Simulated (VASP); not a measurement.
Set up this calculation in VASP 6.6.1, as the native input.

```
Task                   : single point
Functional             : r2SCAN
Potentials or basis    : VASP PAW PBE potentials, release 64 (Sn_d, Se)
Cutoff                 : 520 eV
k mesh                 : 12 × 12 × 4
Occupations            : gaussian, width 0.02 eV
Spin                   : no spin polarisation
Dipole correction      : no
Further INCAR settings : ALGO = Normal; EDIFF = 1e-06; NBANDS = 20
```

SnSe2:

```
Sn Se
1.0
     3.84056    0.00000    0.00000
    -1.92028    3.32602    0.00000
     0.00000    0.00000    6.13315
Sn Se
1 2
Direct
  0.00000 0.00000 0.00000
  0.66667 0.33333 0.74463
  0.33333 0.66667 0.25537
```

This cell differs from its parent crystal: strain along c alone, the other axes held: -6.0 %, then relaxed in part.

These files were run (other wordings do the same):

POSCAR

```
SnSe2
1.0
    3.8405603077      0.0000000000      0.0000000000
   -1.9202801539      3.3260227912      0.0000000000
    0.0000000000      0.0000000000      6.1331539479
Sn Se
1 2
Direct
    0.0000000000      0.0000000000      0.0000000000
    0.6666666667      0.3333333333      0.7446286234
    0.3333333333      0.6666666667      0.2553713766
```

INCAR.step1

```
PREC = Accurate
ENCUT = 520
ISMEAR = 0
SIGMA = 0.02
LREAL = False
LASPH = True
NELM = 80
NBANDS = 20
GGA = PE
ALGO = Normal
EDIFF = 1E-4
LWAVE = True
LCHARG = False
```

INCAR.step2

```
PREC = Accurate
ENCUT = 520
EDIFF = 1E-6
ISMEAR = 0
SIGMA = 0.02
LREAL = False
LASPH = True
NELM = 80
ALGO = Normal
ISIF = 2
LWAVE = False
LCHARG = False
METAGGA = R2SCAN
LMIXTAU = True
NBANDS = 20
ISTART = 1
```

KPOINTS

```
Automatic mesh
0
Gamma
  12 12 4
```

Potentials or basis: VASP PAW PBE potentials, release 64 (Sn_d, Se).

Run with:

```sh
$ cat potpaw_PBE.64/Sn_d/POTCAR potpaw_PBE.64/Se/POTCAR > POTCAR
$ cp INCAR.step1 INCAR
$ mpirun -np 1 vasp_std > vasp.out
$ cp INCAR.step2 INCAR
$ mpirun -np 1 vasp_std > vasp.out
```

It gave:

* Pressure: 1.0 GPa
* Largest force: 0.012 eV/Å
* Band gap on the k mesh: 0.94 eV (least direct gap 1.36 eV)

Caveat: the cell differs from its parent crystal (strain along c alone, the other axes held: -6.0 %, then relaxed in part); the PAW data sets were made with another functional, which shifts forces and pressure a little; spin-orbit coupling is left out, which moves the levels of the heavy elements.

It took 4.3 min on 1 thread of Intel(R) Xeon(R) Platinum 8488C (Sapphire Rapids), on a shared host, peak memory 0.28 GiB.
